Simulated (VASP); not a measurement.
Write the native input for VASP 6.6.1 that does the following.

| Item | Value |
| --- | --- |
| Task | single point |
| Functional | LDA |
| Potentials or basis | VASP PAW LDA potentials, release 64 (Sc_sv) |
| Cutoff | 520 eV |
| k mesh | 13 × 13 × 7 |
| Occupations | fermi-dirac, width 0.03 eV |
| Spin | no spin polarisation |
| Dipole correction | no |
| Further INCAR settings | ALGO = Normal; EDIFF = 1e-06; NBANDS = 18 |

The structure of Sc lies in POSCAR:

```
Sc
1.0
    3.2640789303      0.0000000000      0.0000000000
   -1.6320394651      2.8267752736      0.0000000000
    0.0000000000      0.0000000000      5.1968020830
Sc
2
Direct
    0.3333333333      0.6666666667      0.2500000000
    0.6666666667      0.3333333333      0.7500000000
```

This cell differs from its parent crystal: volume scaled by 0.96.

One way to write it, as run:

INCAR

```
SYSTEM = Sc
ALGO = Normal
EDIFF = 1E-6
ENCUT = 520
ISIF = 2
ISMEAR = -1
LASPH = .TRUE.
LCHARG = .FALSE.
LREAL = .FALSE.
LWAVE = .FALSE.
NBANDS = 18
NELM = 100
PREC = Accurate
SIGMA = 0.03
```

KPOINTS

```
k-points
0
G
  13 13 7
  0 0 0
```

Potentials or basis: VASP PAW LDA potentials, release 64 (Sc_sv).

The run is started by

```console
$ cat potpaw_LDA.64/Sc_sv/POTCAR > POTCAR
$ mpirun -np 1 vasp_std > vasp.out
```

It gave:

```
Pressure               : -3.3 GPa
Band gap on the k mesh : zero (band 11 reaches 4.36 eV, above the bottom of band 12 at 3.11 eV)
```

It took 23 s on 1 thread of Intel(R) Xeon(R) Platinum 8488C (Sapphire Rapids), on a shared host, peak memory 0.18 GiB.
